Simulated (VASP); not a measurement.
# SiC (F-43m) in VASP: a series of runs

The runs below take SiC through single point, with PBE, LDA, PBEsol, r2SCAN.

All numbers are computed with VASP 6.6.1; they aren't measurements. Logs are shortened: lines on timing, memory, paths and dates and some standing lists are left out, and cuts for length are marked.

## (1) The cell of the first run

The structure is cubic, space group F-43m (No. 216). The conventional cell has a = 4.356 Å, b = 4.356 Å, c = 4.356 Å, α = 90.00°, β = 90.00°, γ = 90.00°. Si (site symmetry -43m) has 4 C at 1.89 Å within 2.5 Å. C (site symmetry -43m) has 4 Si at 1.89 Å within 2.5 Å.

## (2) Single point, PBE

Input file INCAR:

```
PREC = Accurate
ENCUT = 520
EDIFF = 1E-6
ISMEAR = -1
SIGMA = 0.02
LREAL = False
LASPH = True
NELM = 100
ALGO = Normal
ISIF = 2
LWAVE = False
LCHARG = False
GGA = PE
NBANDS = 11
```

Input file KPOINTS:

```
Automatic mesh
0
Gamma
  10 10 10
```

Input file POSCAR:

```
SiC
1.0
    0.0000000000      2.1780504216      2.1780504216
    2.1780504216      0.0000000000      2.1780504216
    2.1780504216      2.1780504216      0.0000000000
Si C
1 1
Direct
    0.2500000000      0.2500000000      0.2500000000
    0.0000000000      0.0000000000      0.0000000000
```

Potentials or basis: VASP PAW PBE potentials, release 64 (Si, C).

Command:

```sh
> cat potpaw_PBE.64/Si/POTCAR potpaw_PBE.64/C/POTCAR > POTCAR
> mpirun -np 1 vasp_std > vasp.out
```

OUTCAR:

```text
PREC = Accurate
   ENCUT = 520
   EDIFF = 1E-6
   ISMEAR = -1
   LREAL = False
   LASPH = True
   NELM = 100
   ISIF = 2
   GGA = PE

 ion  position               nearest neighbor table
   1  0.250  0.250  0.250-   2 1.89   2 1.89   2 1.89   2 1.89
   2  0.000  0.000  0.000-   1 1.89   1 1.89   1 1.89   1 1.89

  LATTYP: Found a face centered cubic cell.
 ALAT       =     4.3561008432

  Lattice vectors:

 A1 = (   0.0000000000,   2.1780504216,   2.1780504216)
 A2 = (   2.1780504216,   0.0000000000,   2.1780504216)
 A3 = (   2.1780504216,   2.1780504216,   0.0000000000)

Analysis of symmetry for initial positions (statically):
=====================================================================
 Subroutine PRICEL returns:
 Original cell was already a primitive cell.

 Routine SETGRP: Setting up the symmetry group for a
 face centered cubic supercell.

 Subroutine GETGRP returns: Found 24 space group operations
 (whereof 24 operations were pure point group operations)
 out of a pool of 48 trial point group operations.

The static configuration has the point symmetry T_d .

Analysis of symmetry for dynamics (positions and initial velocities):
=====================================================================
 Subroutine PRICEL returns:
 Original cell was already a primitive cell.

 Routine SETGRP: Setting up the symmetry group for a
 face centered cubic supercell.

 Subroutine GETGRP returns: Found 24 space group operations
 (whereof 24 operations were pure point group operations)
 out of a pool of 48 trial point group operations.

The dynamic configuration has the point symmetry T_d .

 Subroutine INISYM returns: Found 24 space group operations
 (whereof 24 operations are pure point group operations),
 and found     1 'primitive' translations

----------------------------------------------------------------------------------------

                                     Primitive cell

  volume of cell :      20.6649

  direct lattice vectors                    reciprocal lattice vectors
     0.000000000  2.178050422  2.178050422    -0.229563097  0.229563097  0.229563097
     2.178050422  0.000000000  2.178050422     0.229563097 -0.229563097  0.229563097
     2.178050422  2.178050422  0.000000000     0.229563097  0.229563097 -0.229563097

  length of vectors
     3.080228446  3.080228446  3.080228446     0.397614947  0.397614947  0.397614947
[... 80 lines left out ...]
   NELM   =    100;   NELMIN=  2; NELMDL= -5     # of ELM steps
   EDIFF  = 0.1E-05   stopping-criterion for ELM
   LREAL  =      F    real-space projection
   EDIFFG = 0.1E-04   stopping-criterion for IOM
   NSW    =      0    number of steps for IOM
   IBRION =     -1    ionic relax: 0-MD 1-quasi-New 2-CG
   NFREE  =      0    steps in history (QN), initial steepest desc. (CG)
   ISIF   =      2    stress and relaxation
   ISYM   =      2    0-nonsym 1-usesym 2-fastsym
   POTIM  = 0.5000    time-step for ionic-motion
   TEBEG  =    0.0;   TEEND  =   0.0 temperature during run
   PSTRESS=    0.0 pullay stress
   NELECT =       8.0000    total number of electrons
   NUPDOWN=      -1.0000    fix difference up-down
   EMIN   =  10.00;   EMAX   =-10.00  energy-range for DOS
   EFERMI =   0.00;   METHOD = LEGACY
   ISMEAR =    -1;   SIGMA  =   0.02  broadening in eV -4-tet -1-fermi 0-gaus
   EFERMI_NEDOS =   21; number of points for ismear=-14 and -15
   IALGO  =     38    algorithm
   IMIX   =      4    mixing-type and parameters
     AMIX     =   0.40;   BMIX     =  1.00
     AMIX_MAG =   1.60;   BMIX_MAG =  1.00
  volume/ion in A,a.u.               =      10.33        69.73
  Fermi-wavevector in a.u.,A,eV,Ry     =   1.193146  2.254719 19.369216  1.423597
  Thomas-Fermi vector in A             =   2.329167
   LORBIT       =      0    0 simple, 1 ext, 2 COOP (PROOUT), +10 PAW based schemes
   GGA     = PE    functional components
   LHFCALC =     F    Hartree Fock is set to
   AEXX    =    0.0000 exact exchange contribution
   IVDW    =     0    specifies the selected vdW correction
   LEPSILON=     F    determine dielectric tensor
   LRPA    =     F    only Hartree local field effects (RPA)
 non-spin polarized calculation
  energy-cutoff  :      520.00
  volume of cell :       20.66
 maximum number of plane-waves:       568
   NGX = 11   NGY = 11   NGZ = 11

 number of electron       8.0000001 magnetization

 Free energy of the ion-electron system (eV)
  ---------------------------------------------------
  ext. energy  EPLUGINS =         0.00000000
  ---------------------------------------------------
  free energy    TOTEN  =       -15.05713989 eV

  energy without entropy =      -15.05713989  energy(sigma->0) =      -15.05713989

 E-fermi :   8.5544     XC(G=0): -11.3620

 val. band max:        8.1216602990   @ k =   0.0000   0.0000   0.0000
 cond. band min:       9.4772676732   @ k =   0.5000   0.5000   0.0000
 fundamental gap:      1.3556073742
 Fermi energy:         8.5543515812

 k-point     1 :       0.0000    0.0000    0.0000
  band No.  band energies     occupation
      1      -7.2919      2.00000
      2       8.1217      2.00000
      3       8.1217      2.00000
      4       8.1217      2.00000
      5      14.3709      0.00000
      6      15.4381      0.00000
      7      15.4381      0.00000
      8      15.4381      0.00000
      9      22.6358      0.00000
     10      22.6358      0.00000
     11      24.6224      0.00000
[... 309 lines left out ...]
 k-point    24 :       0.4000    0.3000    0.0000
  band No.  band energies     occupation
      1      -4.1474      2.00000
      2       2.5402      2.00000
      3       4.9680      2.00000
      4       5.4951      2.00000
      5      10.9924      0.00000
      6      13.7516      0.00000
      7      19.7579      0.00000
      8      20.0664      0.00000
      9      21.9060      0.00000
     10      26.2108      0.00000
     11      29.4019      0.00000

 [... further k-points ...]
[... 5 lines left out ...]
  --------------------------------------------------------------------------------------
  -------------------------------------------------------------------------------------
  Total        0.4524883      0.4524883      0.4524883      0.0000000      0.0000000     -0.0000000
  in kB       35.0819834     35.0819834     35.0819834      0.0000000      0.0000000     -0.0000000
  external PRESSURE =      35.0819834 kB  Pullay stress =       0.0000000 kB

 VOLUME and BASIS-vectors are now :
 -----------------------------------------------------------------------------
  energy-cutoff  :      520.00
  volume of cell :       20.66
      direct lattice vectors                 reciprocal lattice vectors
     0.000000000  2.178050422  2.178050422    -0.229563097  0.229563097  0.229563097
     2.178050422  0.000000000  2.178050422     0.229563097 -0.229563097  0.229563097
     2.178050422  2.178050422  0.000000000     0.229563097  0.229563097 -0.229563097

 POSITION                                       TOTAL-FORCE (eV/Angst)
 -----------------------------------------------------------------------------------
      1.08903      1.08903      1.08903        -0.000000     -0.000000     -0.000000
      0.00000      0.00000      0.00000         0.000000      0.000000      0.000000
 -----------------------------------------------------------------------------------
    total drift:                               -0.000000     -0.000000     -0.000000

  FREE ENERGIE OF THE ION-ELECTRON SYSTEM (eV)
  ---------------------------------------------------
  free  energy   TOTEN  =       -15.0571398869 eV

  energy  without entropy=      -15.0571398869  energy(sigma->0) =      -15.05713989
```

OSZICAR:

```text
N       E                     dE             d eps       ncg     rms          rms(c)
DAV:   1     0.341998551015E+01    0.34200E+01   -0.41617E+03  1050   0.676E+02
DAV:   2    -0.162559777274E+02   -0.19676E+02   -0.18747E+02  1373   0.102E+02
DAV:   3    -0.169132167012E+02   -0.65724E+00   -0.65590E+00  1280   0.157E+01
DAV:   4    -0.169157674510E+02   -0.25507E-02   -0.25506E-02  1161   0.128E+00
DAV:   5    -0.169157779062E+02   -0.10455E-04   -0.10455E-04  1285   0.769E-02    0.883E+00
DAV:   6    -0.151145001207E+02    0.18013E+01   -0.64934E+00  1148   0.114E+01    0.392E+00
DAV:   7    -0.150646790992E+02    0.49821E-01   -0.38794E-01  1226   0.356E+00    0.179E+00
DAV:   8    -0.150569298097E+02    0.77493E-02   -0.20453E-02  1163   0.950E-01    0.172E-01
DAV:   9    -0.150570265513E+02   -0.96742E-04   -0.16670E-03  1270   0.232E-01    0.113E-01
DAV:  10    -0.150571372107E+02   -0.11066E-03   -0.24161E-04  1163   0.944E-02    0.267E-02
DAV:  11    -0.150571394770E+02   -0.22663E-05   -0.43039E-05  1244   0.341E-02    0.701E-03
DAV:  12    -0.150571398869E+02   -0.40994E-06   -0.20064E-06  1056   0.845E-03
   1 F= -.15057140E+02 E0= -.15057140E+02  d E =-.119162E-11
```

stdout:

```text
POSCAR found type information on POSCAR SiC
 POSCAR found :  2 types and       2 ions
 scaLAPACK will be used
 LDA part: xc-table for (Slater+PW92), standard interpolation
 POSCAR, INCAR and KPOINTS ok, starting setup
 FFT: planning ... GRIDC
 FFT: planning ... GRID_SOFT
 FFT: planning ... GRID
 WAVECAR not read
 entering main loop
```

Wall time 3.7 s (1 thread of Intel Xeon 6975P-C, shared host); peak memory 0.14 GiB.

Results:

```yaml
Free_energy: -15.0571 eV
Pressure: 3.5 GPa
Band_gap_on_the_k_mesh: 1.36 eV, indirect (least direct gap 4.54 eV)
```

Levels at points of the mesh, in eV from the valence-band top:
| k point | band 1 | band 2 | band 3 | band 4 | band 5 | band 6 | band 7 | band 8 | band 9 |
| --- | --- | --- | --- | --- | --- | --- | --- | --- | --- |
| (0.00, 0.00, 0.00) | -15.41 | 0.00 | 0.00 | 0.00 | 6.25 | 7.32 | 7.32 | 7.32 | 14.51 |
| (0.50, 0.00, 0.00) | -11.84 | -8.54 | -1.05 | -1.05 | 5.45 | 7.23 | 7.23 | 10.06 | 16.21 |
| (0.50, 0.50, 0.00) | -10.39 | -7.80 | -3.19 | -3.19 | 1.36 | 4.33 | 14.05 | 14.05 | 14.80 |

A k mesh can miss the band edges. PBE gaps usually lie below the measured ones, often by a third to a half.

## (3) Single point, LDA

Input file INCAR:

```
PREC = Accurate
ENCUT = 520
EDIFF = 1E-6
ISMEAR = 0
SIGMA = 0.01
LREAL = F
LASPH = T
NELM = 60
ALGO = Normal
ISIF = 2
LWAVE = F
LCHARG = F
GGA = CA
NBANDS = 11
```

KPOINTS is that of step 2.

POSCAR is that of step 2.

Potentials or basis: VASP PAW LDA potentials, release 64 (Si, C).

Command:

```sh
> cat potpaw_LDA.64/Si/POTCAR potpaw_LDA.64/C/POTCAR > POTCAR
> mpirun -np 1 vasp_std > vasp.out
```

Wall time 3.2 s (1 thread of Intel Xeon 6975P-C, shared host); peak memory 0.12 GiB.

Results (log left out):

| Property | Result |
| --- | --- |
| Free energy | -16.6386 eV |
| Pressure | -3.7 GPa |
| Band gap on the k mesh | 1.30 eV, indirect (least direct gap 4.50 eV) |

Levels at points of the mesh, in eV from the valence-band top:
| k point | band 1 | band 2 | band 3 | band 4 | band 5 | band 6 | band 7 | band 8 |
| --- | --- | --- | --- | --- | --- | --- | --- | --- |
| (0.00, 0.00, 0.00) | -15.33 | 0.00 | 0.00 | 0.00 | 6.31 | 7.20 | 7.20 | 7.20 |
| (0.50, 0.00, 0.00) | -11.70 | -8.56 | -1.05 | -1.05 | 5.40 | 7.13 | 7.13 | 9.92 |
| (0.50, 0.50, 0.00) | -10.22 | -7.82 | -3.20 | -3.20 | 1.30 | 4.19 | 13.84 | 13.84 |

A k mesh can miss the band edges.

## (4) Single point, PBEsol

Input file INCAR:

```
  PREC = Accurate
  ENCUT = 520
  EDIFF = 1E-6
  ISMEAR = -1
  SIGMA = 0.02
  LREAL = F
  LASPH = T
  NELM = 100
  ALGO = Normal
  ISIF = 2
  LWAVE = F
  LCHARG = F
  GGA = PS
  NBANDS = 11
```

KPOINTS is that of step 3.

Input file POSCAR:

```
SiC
1.0
    0.0000000000      2.1784550688      2.1784550688
    2.1784550688      0.0000000000      2.1784550688
    2.1784550688      2.1784550688      0.0000000000
Si C
1 1
Direct
    0.2500000000      0.2500000000      0.2500000000
    0.0000000000      0.0000000000      0.0000000000
```

Potentials or basis: VASP PAW PBE potentials, release 64 (Si, C).

Command:

```sh
> cat potpaw_PBE.64/Si/POTCAR potpaw_PBE.64/C/POTCAR > POTCAR
> mpirun -np 1 vasp_std > vasp.out
```

OUTCAR:

```text
PREC = Accurate
   ENCUT = 520
   EDIFF = 1E-6
   ISMEAR = -1
   LREAL = F
   LASPH = T
   NELM = 100
   ISIF = 2
   GGA = PS

 ion  position               nearest neighbor table
   1  0.250  0.250  0.250-   2 1.89   2 1.89   2 1.89   2 1.89
   2  0.000  0.000  0.000-   1 1.89   1 1.89   1 1.89   1 1.89

  LATTYP: Found a face centered cubic cell.
 ALAT       =     4.3569101376

  Lattice vectors:

[... 509 lines left out ...]
      2       2.4780      2.00000
      3       4.8795      2.00000
      4       5.4175      2.00000
      5      10.8219      0.00000
      6      13.5797      0.00000
      7      19.6262      0.00000
      8      19.9349      0.00000
      9      21.7519      0.00000
     10      26.0856      0.00000
     11      29.2454      0.00000

 [... further k-points ...]
[... 5 lines left out ...]
  --------------------------------------------------------------------------------------
  -------------------------------------------------------------------------------------
  Total        0.0440936      0.0440936      0.0440936     -0.0000000     -0.0000000     -0.0000000
  in kB        3.4167302      3.4167302      3.4167302     -0.0000000     -0.0000000     -0.0000000
  external PRESSURE =       3.4167302 kB  Pullay stress =       0.0000000 kB

 VOLUME and BASIS-vectors are now :
 -----------------------------------------------------------------------------
  energy-cutoff  :      520.00
  volume of cell :       20.68
      direct lattice vectors                 reciprocal lattice vectors
     0.000000000  2.178455069  2.178455069    -0.229520456  0.229520456  0.229520456
     2.178455069  0.000000000  2.178455069     0.229520456 -0.229520456  0.229520456
     2.178455069  2.178455069  0.000000000     0.229520456  0.229520456 -0.229520456

 POSITION                                       TOTAL-FORCE (eV/Angst)
 -----------------------------------------------------------------------------------
      1.08923      1.08923      1.08923        -0.000000      0.000000     -0.000000
      0.00000      0.00000      0.00000         0.000000     -0.000000      0.000000
 -----------------------------------------------------------------------------------
    total drift:                               -0.000000     -0.000000     -0.000000

  FREE ENERGIE OF THE ION-ELECTRON SYSTEM (eV)
  ---------------------------------------------------
  free  energy   TOTEN  =       -15.9149534943 eV

  energy  without entropy=      -15.9149534942  energy(sigma->0) =      -15.91495349
```

OSZICAR:

```text
N       E                     dE             d eps       ncg     rms          rms(c)
DAV:   1     0.250411187382E+01    0.25041E+01   -0.41583E+03  1050   0.676E+02
DAV:   2    -0.170613975430E+02   -0.19566E+02   -0.18648E+02  1373   0.102E+02
DAV:   3    -0.177120086003E+02   -0.65061E+00   -0.64929E+00  1280   0.156E+01
DAV:   4    -0.177144921238E+02   -0.24835E-02   -0.24834E-02  1156   0.126E+00
DAV:   5    -0.177145021071E+02   -0.99832E-05   -0.99832E-05  1282   0.751E-02    0.875E+00
DAV:   6    -0.159946836342E+02    0.17198E+01   -0.60426E+00  1151   0.109E+01    0.394E+00
DAV:   7    -0.159295863843E+02    0.65097E-01   -0.37364E-01  1240   0.344E+00    0.177E+00
DAV:   8    -0.159151357751E+02    0.14451E-01   -0.21048E-02  1181   0.923E-01    0.164E-01
DAV:   9    -0.159149075894E+02    0.22819E-03   -0.17424E-03  1252   0.220E-01    0.110E-01
DAV:  10    -0.159149530838E+02   -0.45494E-04   -0.12531E-04  1175   0.705E-02    0.255E-02
DAV:  11    -0.159149532308E+02   -0.14700E-06   -0.12485E-05  1250   0.193E-02    0.593E-03
DAV:  12    -0.159149534943E+02   -0.26343E-06   -0.70815E-07   694   0.518E-03
   1 F= -.15914953E+02 E0= -.15914953E+02  d E =-.108375E-10
```

stdout:

```text
POSCAR found type information on POSCAR SiC
 POSCAR found :  2 types and       2 ions
 scaLAPACK will be used
 -----------------------------------------------------------------------------
|                                                                             |
|                                                                             |
|     You enforced a specific xc type in the INCAR file but a different       |
|     I HOPE YOU KNOW WHAT YOU ARE DOING!                                     |
|                                                                             |
 -----------------------------------------------------------------------------

 LDA part: xc-table for (Slater+PW92), standard interpolation
 POSCAR, INCAR and KPOINTS ok, starting setup
 FFT: planning ... GRIDC
 FFT: planning ... GRID_SOFT
 FFT: planning ... GRID
 WAVECAR not read
 entering main loop
```

Wall time 3.5 s (1 thread of Intel Xeon 6975P-C, shared host); peak memory 0.14 GiB.

Results:

| Item | Value |
| --- | --- |
| Free energy | -15.9150 eV |
| Pressure | 0.3 GPa |
| Band gap on the k mesh | 1.23 eV, indirect (least direct gap 4.44 eV) |

Levels at points of the mesh, in eV from the valence-band top:
```tsv
k point	band 1	band 2	band 3	band 4	band 5	band 6	band 7	band 8	band 9
(0.00, 0.00, 0.00)	-15.43	0.00	0.00	0.00	6.20	7.25	7.25	7.25	14.46
(0.50, 0.00, 0.00)	-11.82	-8.60	-1.06	-1.06	5.38	7.14	7.14	9.92	16.02
(0.50, 0.50, 0.00)	-10.36	-7.84	-3.21	-3.21	1.23	4.20	13.96	13.96	14.69
```

Caveat: the PAW data sets were made with another functional, which shifts forces and pressure a little.

[end of part 1 of 2]
